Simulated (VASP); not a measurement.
Ti, 1 atom in the cell. Symmetry: Im-3m, No. 229, cubic system. Conventional cell: a = 2.954 Å, b = 2.954 Å, c = 2.954 Å, α = 90.00°, β = 90.00°, γ = 90.00°. Ti (site symmetry m-3m) has 14 Ti at 2.56 to 2.95 Å within 3.4 Å. 

- Program: VASP 6.6.1
- Task: relaxation of cell and atoms
- Functional: PBEsol
- Potentials or basis: VASP PAW PBE potentials, release 64 (Ti_sv)
- Cutoff: 600 eV
- k mesh: 20 × 20 × 20
- Occupations: gaussian, width 0.1 eV
- Spin: no spin polarisation
- Target pressure: 50 GPa
- Dipole correction: no
- Further INCAR settings: ALGO = Normal; EDIFF = 1e-06; IBRION = 2; EDIFFG = -0.008; NSW = 70; ISIF = 3

Potentials or basis: VASP PAW PBE potentials, release 64 (Ti_sv).

Run with:

```sh
$ cat potpaw_PBE.64/Ti_sv/POTCAR > POTCAR
$ mpirun -np 1 vasp_std > vasp.out
```

Hardware: 1 thread of AMD EPYC 9R45 96-Core Processor (Zen 5), with other jobs on the host.

Problem. Estimate the wall time of this run.

Solution. Run time: 46 s on 1 thread of AMD EPYC 9R45 96-Core Processor (Zen 5), on a shared host, peak memory 0.13 GiB. Counts: scf iterations 33, k points 256, ion steps 3.
